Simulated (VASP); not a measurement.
# KCaIn2 (Cmcm) in VASP: a series of runs

Runs on KCaIn2. Level: PBEsol. Tasks: single point.

Everything below comes from runs of VASP 6.6.1. Logs are shortened: lines on timing, memory, paths and dates and some standing lists are left out, and cuts for length are marked.

### Step 1. The cell of the first run

Symmetry: Cmcm, No. 63, orthorhombic system. The conventional cell has a = 4.800 Å, b = 11.305 Å, c = 7.990 Å, α = 90.00°, β = 90.00°, γ = 90.00°. Within 3.9 Å of In (site symmetry m) lie 3 K at 2.96 to 3.00 Å and 4 In at 3.18 to 3.62 Å and 5 Ca at 3.47 to 3.73 Å. Within 3.9 Å of K (site symmetry m2m) lie 6 In at 2.96 to 3.00 Å and 3 Ca at 3.23 to 3.41 Å. Within 4.4 Å of Ca (site symmetry m2m) lie 5 K at 3.23 to 4.29 Å and 10 In at 3.47 to 3.73 Å and 2 Ca at 4.34 Å.

### Step 2. Single point, PBEsol

Contents of INCAR:

```
PREC = Accurate ; ENCUT = 520
EDIFF = 1E-7 ; ISMEAR = -1
SIGMA = 0.0401 ; LREAL = False
LASPH = True ; NELM = 100
ALGO = Normal ; ISIF = 2
LWAVE = False ; LCHARG = True
GGA = PS ; LELF = True
LVHAR = True ; NBANDS = 55
```

Contents of KPOINTS:

```
Automatic mesh
0
Gamma
  4 4 3
```

Contents of POSCAR:

```
KCaIn2
1.0
    4.7998740000      0.0000000000      0.0000000000
    2.3999370000     -5.6523550000      0.0000000000
    0.0000000000      0.0000000000     -7.9903940000
In K Ca
4 2 2
Direct
    0.3641800000      0.2716400000      0.9487100000
    0.6358200000      0.7283600000      0.4487100000
    0.6358200000      0.7283600000      0.0512900000
    0.3641800000      0.2716400000      0.5512900000
    0.7884300000      0.4231400000      0.7500000000
    0.2115700000      0.5768600000      0.2500000000
    0.0745100000      0.8509800000      0.7500000000
    0.9254900000      0.1490200000      0.2500000000
```

Potentials or basis: VASP PAW PBE potentials, release 64 (In_d, K_sv, Ca_sv).

On the command line:

```sh
> cat potpaw_PBE.64/In_d/POTCAR potpaw_PBE.64/K_sv/POTCAR potpaw_PBE.64/Ca_sv/POTCAR > POTCAR
> mpirun -np 1 vasp_std > vasp.out
```

OUTCAR:

```text
PREC = Accurate
   ENCUT = 520
   EDIFF = 1E-7
   ISMEAR = -1
   LREAL = False
   LASPH = True
   NELM = 100
   ISIF = 2
   GGA = PS

 ion  position               nearest neighbor table
   1  0.364  0.272  0.949-   6 2.96   5 3.00   5 3.00   4 3.18   3 3.18   8 3.47   8 3.47   3 3.62
                             3 3.62
   2  0.636  0.728  0.449-   5 2.96   6 3.00   6 3.00   3 3.18   4 3.18   7 3.47   7 3.47   4 3.62
                             4 3.62
   3  0.636  0.728  0.051-   5 2.96   6 3.00   6 3.00   2 3.18   1 3.18   7 3.47   7 3.47   1 3.62
                             1 3.62
   4  0.364  0.272  0.551-   6 2.96   5 3.00   5 3.00   1 3.18   2 3.18   8 3.47   8 3.47   2 3.62
                             2 3.62
   5  0.788  0.423  0.750-   2 2.96   3 2.96   1 3.00   1 3.00   4 3.00   4 3.00   7 3.23   7 3.41
                             7 3.41
   6  0.212  0.577  0.250-   1 2.96   4 2.96   3 3.00   2 3.00   2 3.00   3 3.00   8 3.23   8 3.41
                             8 3.41
   7  0.075  0.851  0.750-   5 3.23   5 3.41   5 3.41   3 3.47   2 3.47   3 3.47   2 3.47
   8  0.925  0.149  0.250-   6 3.23   6 3.41   6 3.41   4 3.47   1 3.47   4 3.47   1 3.47

  LATTYP: Found a base centered orthorhombic cell.
 ALAT       =     4.7998740000
 B/A-ratio  =     2.3552097409
 C/A-ratio  =     1.6647091153

  Lattice vectors:

 A1 = (   2.3999370000,   5.6523550000,   0.0000000000)
 A2 = (   2.3999370000,  -5.6523550000,   0.0000000000)
 A3 = (   0.0000000000,   0.0000000000,  -7.9903940000)

Analysis of symmetry for initial positions (statically):
=====================================================================
 Subroutine PRICEL returns:
 Original cell was already a primitive cell.

 Routine SETGRP: Setting up the symmetry group for a
 base centered orthorhombic supercell.

 Subroutine GETGRP returns: Found  8 space group operations
 (whereof  4 operations were pure point group operations)
 out of a pool of  8 trial point group operations.

The static configuration has the point symmetry C_2h.
 The point group associated with its full space group is D_2h.

Analysis of symmetry for dynamics (positions and initial velocities):
=====================================================================
 Subroutine PRICEL returns:
 Original cell was already a primitive cell.

 Routine SETGRP: Setting up the symmetry group for a
 base centered orthorhombic supercell.

 Subroutine GETGRP returns: Found  8 space group operations
 (whereof  4 operations were pure point group operations)
 out of a pool of  8 trial point group operations.

The dynamic configuration has the point symmetry C_2h.
 The point group associated with its full space group is D_2h.

 Subroutine INISYM returns: Found  8 space group operations
 (whereof  4 operations are pure point group operations),
 and found     1 'primitive' translations

----------------------------------------------------------------------------------------

                                     Primitive cell

  volume of cell :     216.7841

  direct lattice vectors                    reciprocal lattice vectors
     4.799874000  0.000000000  0.000000000     0.208338802  0.088458704  0.000000000
     2.399937000 -5.652355000  0.000000000     0.000000000 -0.176917409  0.000000000
     0.000000000  0.000000000 -7.990394000     0.000000000  0.000000000 -0.125150274

  length of vectors
     4.799874000  6.140750333  7.990394000     0.226340449  0.176917409  0.125150274

  position of ions in fractional coordinates (direct lattice)
     0.364180000  0.271640000  0.948710000
     0.635820000  0.728360000  0.448710000
     0.635820000  0.728360000  0.051290000
     0.364180000  0.271640000  0.551290000
     0.788430000  0.423140000  0.750000000
     0.211570000  0.576860000  0.250000000
     0.074510000  0.850980000  0.750000000
     0.925490000  0.149020000  0.250000000

  ion indices of the primitive-cell ions
   primitive index   ion index
                 1           1
                 2           2
                 3           3
                 4           4
                 5           5
                 6           6
                 7           7
                 8           8

----------------------------------------------------------------------------------------

 KPOINTS: Automatic mesh

Automatic generation of k-mesh.
 Grid dimensions read from file:
 generate k-points for:    4    4    3

 Generating k-lattice:

  Cartesian coordinates                     Fractional coordinates (reciprocal lattice)
     0.052084701  0.022114676  0.000000000     0.250000000  0.000000000  0.000000000
     0.000000000 -0.044229352  0.000000000     0.000000000  0.250000000  0.000000000
     0.000000000  0.000000000 -0.041716758     0.000000000  0.000000000  0.333333333

  Length of vectors
     0.056585112  0.044229352  0.041716758

  Shift w.r.t. Gamma in fractional coordinates (k-lattice)
     0.000000000  0.000000000  0.000000000

 Subroutine IBZKPT returns following result:
 ===========================================

 Found     14 irreducible k-points:

 Following reciprocal coordinates:
            Coordinates               Weight
  0.000000  0.000000  0.000000      1.000000
  0.250000  0.000000  0.000000      4.000000
  0.500000  0.000000  0.000000      2.000000
  0.000000  0.250000  0.000000      2.000000
  0.500000  0.250000  0.000000      2.000000
 -0.250000  0.250000  0.000000      4.000000
  0.000000  0.500000  0.000000      1.000000
  0.000000  0.000000  0.333333      2.000000
  0.250000  0.000000  0.333333      8.000000
  0.500000  0.000000  0.333333      4.000000
  0.000000  0.250000  0.333333      4.000000
  0.500000  0.250000  0.333333      4.000000
 -0.250000  0.250000  0.333333      8.000000
  0.000000  0.500000  0.333333      2.000000
   k-points           NKPTS =     14   k-points in BZ     NKDIM =     14   number of bands    NBANDS=     55
   number of dos      NEDOS =    301   number of ions     NIONS =      8
   total plane-waves  NPLWV = 103680
   dimension x,y,z NGX =    36 NGY =   48 NGZ =   60
   dimension x,y,z NGXF=    72 NGYF=   96 NGZF=  120
   ions per type =               4   2   2
   NGX,Y,Z   is equivalent  to a cutoff of  12.47, 12.99, 12.48 a.u.
   NGXF,Y,Z  is equivalent  to a cutoff of  24.94, 25.99, 24.97 a.u.
 SYSTEM =  unknown system
   PREC   = accura    normal or accurate (medium, high low for compatibility)
   ISTART =      0    job   : 0-new  1-cont  2-samecut
   ICHARG =      2    charge: 1-file 2-atom 10-const
   ISPIN  =      1    spin polarized calculation?
   LNONCOLLINEAR =      F non collinear calculations
   LSORBIT =      F    spin-orbit coupling
   LASPH  =      T    aspherical Exc in radial PAW
   ENCUT  =  520.0 eV  38.22 Ry    6.18 a.u.   8.92 11.42 14.86*2*pi/ulx,y,z
   NELM   =    100;   NELMIN=  2; NELMDL= -5     # of ELM steps
   EDIFF  = 0.1E-06   stopping-criterion for ELM
   LREAL  =      F    real-space projection
   EDIFFG = 0.1E-05   stopping-criterion for IOM
   NSW    =      0    number of steps for IOM
   IBRION =     -1    ionic relax: 0-MD 1-quasi-New 2-CG
   NFREE  =      0    steps in history (QN), initial steepest desc. (CG)
   ISIF   =      2    stress and relaxation
   ISYM   =      2    0-nonsym 1-usesym 2-fastsym
   POTIM  = 0.5000    time-step for ionic-motion
   TEBEG  =    0.0;   TEEND  =   0.0 temperature during run
   PSTRESS=    0.0 pullay stress
   NELECT =      90.0000    total number of electrons
   NUPDOWN=      -1.0000    fix difference up-down
   EMIN   =  10.00;   EMAX   =-10.00  energy-range for DOS
   EFERMI =   0.00;   METHOD = LEGACY
   ISMEAR =    -1;   SIGMA  =   0.04  broadening in eV -4-tet -1-fermi 0-gaus
   EFERMI_NEDOS =   21; number of points for ismear=-14 and -15
   IALGO  =     38    algorithm
   IMIX   =      4    mixing-type and parameters
     AMIX     =   0.40;   BMIX     =  1.00
     AMIX_MAG =   1.60;   BMIX_MAG =  1.00
  volume/ion in A,a.u.               =      27.10       182.87
  Fermi-wavevector in a.u.,A,eV,Ry     =   1.221274  2.307874 20.293234  1.491511
  Thomas-Fermi vector in A             =   2.356462
   LORBIT       =      0    0 simple, 1 ext, 2 COOP (PROOUT), +10 PAW based schemes
   GGA     = PS    functional components
   LHFCALC =     F    Hartree Fock is set to
   AEXX    =    0.0000 exact exchange contribution
   IVDW    =     0    specifies the selected vdW correction
   LEPSILON=     F    determine dielectric tensor
   LRPA    =     F    only Hartree local field effects (RPA)
 non-spin polarized calculation
  energy-cutoff  :      520.00
  volume of cell :      216.78
 maximum number of plane-waves:      5853
   NGX = 17   NGY = 23   NGZ = 29

 number of electron      90.0000019 magnetization

 Free energy of the ion-electron system (eV)
  ---------------------------------------------------
  ext. energy  EPLUGINS =         0.00000000
  ---------------------------------------------------
  free energy    TOTEN  =       -16.91909602 eV

  energy without entropy =      -16.89608590  energy(sigma->0) =      -16.90759096

 E-fermi :   5.1029     XC(G=0):  -9.6452

 val. band max:        5.0994300402   @ k =   0.0000   0.5000   0.0000
 cond. band min:       5.1233315724   @ k =   0.0000   0.2500   0.3333
 fundamental gap:      0.0239015322
 Fermi energy:         5.1029161110

 k-point     1 :       0.0000    0.0000    0.0000
  band No.  band energies     occupation
      1     -36.6479      2.00000
      2     -36.6467      2.00000
      3     -25.6458      2.00000
      4     -25.6414      2.00000
      5     -17.8427      2.00000
      6     -17.8411      2.00000
[... 47 lines left out ...]
     54       7.6826      0.00000
     55       8.0451      0.00000

 k-point     2 :       0.2500    0.0000    0.0000
  band No.  band energies     occupation
      1     -36.6477      2.00000
      2     -36.6466      2.00000
      3     -25.6445      2.00000
      4     -25.6414      2.00000
      5     -17.8415      2.00000
      6     -17.8396      2.00000
[... 688 lines left out ...]
 k-point    14 :       0.0000    0.5000    0.3333
  band No.  band energies     occupation
      1     -36.6475      2.00000
      2     -36.6470      2.00000
      3     -25.6458      2.00000
      4     -25.6436      2.00000
      5     -17.8363      2.00000
      6     -17.8355      2.00000
[... 47 lines left out ...]
     54       8.0623      0.00000
     55       8.1725      0.00000

------------------------ aborting loop because EDIFF is reached ----------------------------------------

  FORCE on cell =-STRESS in cart. coord.  units (eV):
  Direction    XX          YY          ZZ          XY          YZ          ZX
  --------------------------------------------------------------------------------------
  -------------------------------------------------------------------------------------
  Total       11.5295675      3.3344229      9.1759018      0.0000000      0.0000000      0.0000000
  in kB       85.2110935     24.6435800     67.8159541      0.0000000      0.0000000      0.0000000
  external PRESSURE =      59.2235425 kB  Pullay stress =       0.0000000 kB

 VOLUME and BASIS-vectors are now :
 -----------------------------------------------------------------------------
  energy-cutoff  :      520.00
  volume of cell :      216.78
      direct lattice vectors                 reciprocal lattice vectors
     4.799874000  0.000000000  0.000000000     0.208338802  0.088458704  0.000000000
     2.399937000 -5.652355000  0.000000000     0.000000000 -0.176917409  0.000000000
     0.000000000  0.000000000 -7.990394000     0.000000000  0.000000000 -0.125150274

 POSITION                                       TOTAL-FORCE (eV/Angst)
 -----------------------------------------------------------------------------------
      2.39994     -1.53541     -7.58057        -0.000000      1.045160     -0.044141
      4.79987     -4.11695     -3.58537         0.000000     -1.045160     -0.044141
      4.79987     -4.11695     -0.40983         0.000000     -1.045160      0.044141
      2.39994     -1.53541     -4.40502        -0.000000      1.045160      0.044141
      4.79987     -2.39174     -5.99280         0.000000      0.135982     -0.000000
      2.39994     -3.26062     -1.99760        -0.000000     -0.135982     -0.000000
      2.39994     -4.81004     -5.99280         0.000000      0.140283     -0.000000
      4.79987     -0.84231     -1.99760         0.000000     -0.140283     -0.000000
 -----------------------------------------------------------------------------------
    total drift:                               -0.000000      0.000000     -0.000000

  FREE ENERGIE OF THE ION-ELECTRON SYSTEM (eV)
  ---------------------------------------------------
  free  energy   TOTEN  =       -16.9190960237 eV

  energy  without entropy=      -16.8960858972  energy(sigma->0) =      -16.90759096
```

Run time: 1.9 min. Hardware: 1 thread of Intel Xeon 6975P-C (Granite Rapids), shared host; peak memory 0.39 GiB.

Results:

```
Free energy            : -16.9191 eV
Pressure               : 5.9 GPa
Largest force          : 1.046 eV/Å
Band gap on the k mesh : zero (bands 45 and 46 overlap by 1.23 eV)
```

Forces in eV/Å, atoms in the order of the input:
```
In   0.000  1.045 -0.044
In   0.000 -1.045 -0.044
In   0.000 -1.045  0.044
In   0.000  1.045  0.044
K    0.000  0.136  0.000
K    0.000 -0.136  0.000
Ca   0.000  0.140  0.000
Ca   0.000 -0.140  0.000
```

Caveat: the stress differs along the axes, from 2 to 9 GPa; the PAW data sets were made with another functional, which shifts forces and pressure a little; spin-orbit coupling is left out, which moves the levels of the heavy elements.

### Step 3. Single point, PBEsol

Contents of INCAR:

```
SYSTEM = KCaIn2
PREC = Accurate
ENCUT = 520
EDIFF = 1E-6
ISMEAR = -1
SIGMA = 0.0401
LREAL = .FALSE.
LASPH = .TRUE.
NELM = 80
ALGO = Normal
ISIF = 2
LWAVE = .FALSE.
LCHARG = .FALSE.
GGA = PS
NBANDS = 55
```

Contents of KPOINTS:

```
Automatic mesh
0
G
  5 5 4
  0 0 0
```

POSCAR is that of step 2.

Potentials or basis: VASP PAW PBE potentials, release 64 (In_d, K_sv, Ca_sv).

On the command line:

```sh
> cat potpaw_PBE.64/In_d/POTCAR potpaw_PBE.64/K_sv/POTCAR potpaw_PBE.64/Ca_sv/POTCAR > POTCAR
> mpirun -np 1 vasp_std > vasp.out
```

Run time: 3.7 min. Hardware: 1 thread of Intel Xeon 6975P-C (Granite Rapids), shared host; peak memory 0.46 GiB.

The run converged. Its results:

| Item | Value |
| --- | --- |
| Free energy | -16.9464 eV |
| Pressure | 6.0 GPa |
| Largest force | 1.032 eV/Å |
| Band gap on the k mesh | zero (bands 45 and 46 overlap by 1.18 eV) |

Forces on the atoms (eV/Å):
```
In   0.000  1.031 -0.040
In   0.000 -1.031 -0.040
In   0.000 -1.031  0.040
In   0.000  1.031  0.040
K    0.000  0.171  0.000
K    0.000 -0.171  0.000
Ca   0.000  0.093  0.000
Ca   0.000 -0.093  0.000
```

Stress tensor (GPa, compression positive):
```
8.23 0.00 0.00
0.00 3.29 0.00
0.00 0.00 6.59
```

Levels at points of the mesh, in eV from the Fermi level:
| k point | band 42 | band 43 | band 44 | band 45 | band 46 | band 47 | band 48 | band 49 |
| --- | --- | --- | --- | --- | --- | --- | --- | --- |
| (0.00, 0.00, 0.00) | -1.98 | -0.78 | -0.30 | 0.52 | 0.62 | 0.67 | 0.80 | 0.88 |
| (0.00, 0.00, 0.50) | -1.50 | -0.73 | -0.73 | 0.41 | 0.41 | 0.93 | 0.93 | 1.02 |

Caveat: the cell stands under pressure; the PAW data sets were made with another functional, which shifts forces and pressure a little; spin-orbit coupling is left out, which moves the levels of the heavy elements.

The gap in the log of VASP goes by the Fermi energy; the results here count the filled bands.